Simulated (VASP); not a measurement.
Write the native input for VASP 6.6.1 that does the following.

* Task: single point
* Functional: PBEsol
* Potentials or basis: VASP PAW PBE potentials, release 64 (In_d)
* Cutoff: 520 eV
* k mesh: 11 × 11 × 11
* Occupations: methfessel-paxton, width 0.05 eV
* Spin: no spin polarisation
* Dipole correction: no
* Further INCAR settings: ALGO = Normal; EDIFF = 1e-06; NBANDS = 12

The structure of In lies in POSCAR:

```
In
1.0
   -1.8980837634      1.8980837634      1.8980837634
    1.8980837634     -1.8980837634      1.8980837634
    1.8980837634      1.8980837634     -1.8980837634
In
1
Direct
    0.0000000000      0.0000000000      0.0000000000
```

One way to write it, as run:

INCAR

```
SYSTEM = In
PREC = Accurate
ENCUT = 520
EDIFF = 1E-6
ISMEAR = 1
SIGMA = 0.05
LREAL = .False.
LASPH = .True.
NELM = 60
ALGO = Normal
ISIF = 2
LWAVE = .False.
LCHARG = .True.
GGA = PS
LELF = .True.
LVHAR = .True.
NBANDS = 12
```

KPOINTS

```
Automatic mesh
0
Gamma
  11 11 11
  0 0 0
```

Potentials or basis: VASP PAW PBE potentials, release 64 (In_d).

Command:

```console
$ cat potpaw_PBE.64/In_d/POTCAR > POTCAR
$ mpirun -np 1 vasp_std > vasp.out
```

Results of the run:

```
Pressure : -2.1 GPa
```

Caveat: the PAW data sets were made with another functional, which shifts forces and pressure a little.

Run time: 8.5 s on 1 thread of Intel(R) Xeon(R) Platinum 8488C (Sapphire Rapids) (shared host), peak memory 0.15 GiB.
